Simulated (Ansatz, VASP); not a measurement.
**One calculation of KTaO3, two programs**

```xyz
5
Lattice="3.5367 0.0000 0.0000 0.0000 3.5367 0.0000 0.0000 0.0000 7.2792" Properties=species:S:1:pos:R:3 pbc="T T T"
K     0.0000    0.0000    3.6396
Ta    1.7684    1.7684    0.0000
O     1.7684    1.7684    3.6396
O     1.7684    1.7684    5.4283
O     1.7684    1.7684    1.8509
```

Alike in both runs: functional PBE; k mesh 6 × 6 × 2; occupations gaussian, width 0.1 eV; no spin polarisation.

Ansatz relaxed the structure, and its values are those at the end. VASP's run is a single point on that final structure, the one shown.

|  | VASP | Ansatz |
| --- | --- | --- |
| version | VASP 6.6.1 | Ansatz 0.2.0 |
| potentials or method | VASP PAW PBE potentials, release 64 (K_sv, Ta_pv, O), cutoff 520 eV | scalar-relativistic, plane waves, PAW |
| valence electrons in the cell | 38 | 40 |

Ansatz gave:

```
gap on the k mesh at the Fermi level (eV) : none
pressure (GPa)                            : -0.1
rms of the force components (eV/Å)        : 0.001
```

Task: Estimate VASP's values.

Result: gap on the k mesh at the Fermi level (eV): none; pressure (GPa): 0.2; rms of the force components (eV/Å): 0.076.

A gap of «none» marks a metal or a gap that the smearing closes. VASP's potentials hold 38 valence electrons a cell and Ansatz's 40, so a difference there can come from the potentials and not from the codes.

The k mesh is coarse, so the values compare programs but aren't converged. Neither program's run includes spin-orbit coupling.
